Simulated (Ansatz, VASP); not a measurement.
**Ni in VASP and in Ansatz**

```
CELL_PARAMETERS angstrom
0.00000 1.73807 1.73807
1.73807 0.00000 1.73807
1.73807 1.73807 0.00000
ATOMIC_POSITIONS crystal
Ni 0.00000 0.00000 0.00000
```

Alike in both runs: task single point; functional r2SCAN; k mesh 15 × 15 × 15; occupations gaussian, width 1 eV; collinear spin.

|  | VASP | Ansatz |
| --- | --- | --- |
| version | VASP 6.6.1 | Ansatz 0.2.0 |
| potentials or method | VASP PAW PBE potentials, release 64 (Ni), cutoff 520 eV | plane waves (500 eV) with PAW, scalar-relativistic |
| valence electrons in the cell | 10 | 18 |

```tsv
	VASP	Ansatz	Ansatz less VASP
pressure (GPa)	2.9	2.8	-0.11
net moment per atom (μB)	0.00	0.37	+0.365
size of the moment on the site where the two differ most (μB)	0.00	0.39	+0.394
```

The net moments are unlike, so the other rows may belong to different states. VASP's potentials were made for PBE, not for r2SCAN. Site moments also hang on the region over which each program counts them. VASP's potentials hold 10 valence electrons a cell and Ansatz's 18, so a difference there can come from the potentials and not from the codes. Ansatz's warnings: stability check not made.
